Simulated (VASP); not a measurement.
Set up this calculation in VASP 6.6.1, as the native input.

- Task: single point
- Functional: PBE
- Potentials or basis: VASP PAW PBE potentials, release 64 (Ta_pv, N)
- Cutoff: 520 eV
- k mesh: 10 × 10 × 6
- Occupations: fermi-dirac, width 0.05 eV
- Spin: no spin polarisation
- Dipole correction: no
- Further INCAR settings: ALGO = Normal; EDIFF = 1e-06; NBANDS = 24

The structure of TaN lies in POSCAR:

```
TaN
1.0
    3.0702013177      0.0000000000      0.0000000000
   -1.5351006588      2.6588723376      0.0000000000
    0.0000000000      0.0000000000      4.9727177254
Ta N
2 2
Direct
    0.3333333333      0.6666666667      0.0000000000
    0.6666666667      0.3333333333      0.5000000000
    0.3333333333      0.6666666667      0.3850000000
    0.6666666667      0.3333333333      0.8850000000
```

The input as run:

INCAR

```
SYSTEM = TaN
ALGO = Normal
EDIFF = 1E-6
ENCUT = 520
GGA = PE
ISIF = 2
ISMEAR = -1
LASPH = .TRUE.
LCHARG = .TRUE.
LELF = .TRUE.
LREAL = .FALSE.
LVHAR = .TRUE.
LWAVE = .FALSE.
NBANDS = 24
NELM = 100
PREC = Accurate
SIGMA = 0.05
```

KPOINTS

```
k-points
0
G
  10 10 6
  0 0 0
```

Potentials or basis: VASP PAW PBE potentials, release 64 (Ta_pv, N).

Run with:

```sh
$ cat potpaw_PBE.64/Ta_pv/POTCAR potpaw_PBE.64/N/POTCAR > POTCAR
$ mpirun -np 1 vasp_std > vasp.out
```

It gave:

| Quantity | Value |
| --- | --- |
| Pressure | 126.0 GPa |
| Largest force | 2.363 eV/Å |
| Band gap on the k mesh | zero (band 16 reaches 10.76 eV, above the bottom of band 17 at 8.09 eV) |

Caveat: spin-orbit coupling is left out, which moves the levels of the heavy elements; forces of over 1 eV/Å act on the atoms, so gaps and moduli don't describe the material at rest.

It took 53 s on 1 thread of Intel(R) Xeon(R) Platinum 8259CL CPU @ 2.50GHz (Skylake/Cascade Lake), with other jobs on the host, peak memory 0.19 GiB.
